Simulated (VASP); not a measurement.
Set up this calculation in VASP 6.6.1, as the native input.

| Quantity | Value |
| --- | --- |
| Task | relaxation of the atoms |
| Functional | PBEsol |
| Potentials or basis | VASP PAW PBE potentials, release 64 (O) |
| Cutoff | 520 eV |
| k mesh | 1 × 1 × 1 |
| Occupations | fermi-dirac, width 0.02 eV |
| Spin | collinear spin, ferromagnetic start |
| Starting moments | [1.0, 1.0] μB |
| Dipole correction | no |
| Further INCAR settings | ALGO = Normal; EDIFF = 1e-06; IBRION = 2; EDIFFG = -0.02; NSW = 80 |

The structure of O2 lies in POSCAR:

```
O
1.0
    9.0000000000      0.0000000000      0.0000000000
    0.0000000000      9.5000000000      0.0000000000
    0.0000000000      0.0000000000     10.0000000000
O
2
Direct
    0.5000000000      0.5000000000      0.4385000000
    0.5000000000      0.5000000000      0.5615000000
```

The input as run:

INCAR

```
  PREC = Accurate
  ENCUT = 520
  EDIFF = 1E-6
  ISMEAR = -1
  SIGMA = 0.02
  LREAL = False
  LASPH = True
  NELM = 150
  ALGO = Normal
  ISIF = 2
  LWAVE = False
  LCHARG = False
  ISPIN = 2
  MAGMOM = 1 1
  LORBIT = 11
  GGA = PS
  IBRION = 2
  NSW = 80
  EDIFFG = -0.02
```

KPOINTS

```
regular mesh
0
Gamma
  1 1 1
```

Potentials or basis: VASP PAW PBE potentials, release 64 (O).

Launch:

```sh
$ cat potpaw_PBE.64/O/POTCAR > POTCAR
$ mpirun -np 1 vasp_gam > vasp.out
```

It gave:

```
Energy gained by relaxing                             : 0.1 meV/atom
Ionic steps                                           : 3
Gap between the frontier levels                       : 2.26 eV
Net moment                                            : 2.00 μB per cell
Site moments                                          : O +0.81 μB
Valence electrons inside the program's atomic spheres : O 4.89
```

Caveat: the standard files for N, O and F lose accuracy on very short bonds.

Wall time 2.7 min on 1 thread of Intel(R) Xeon(R) 6975P-C (Granite Rapids), with other jobs on the host, peak memory 1 GiB.
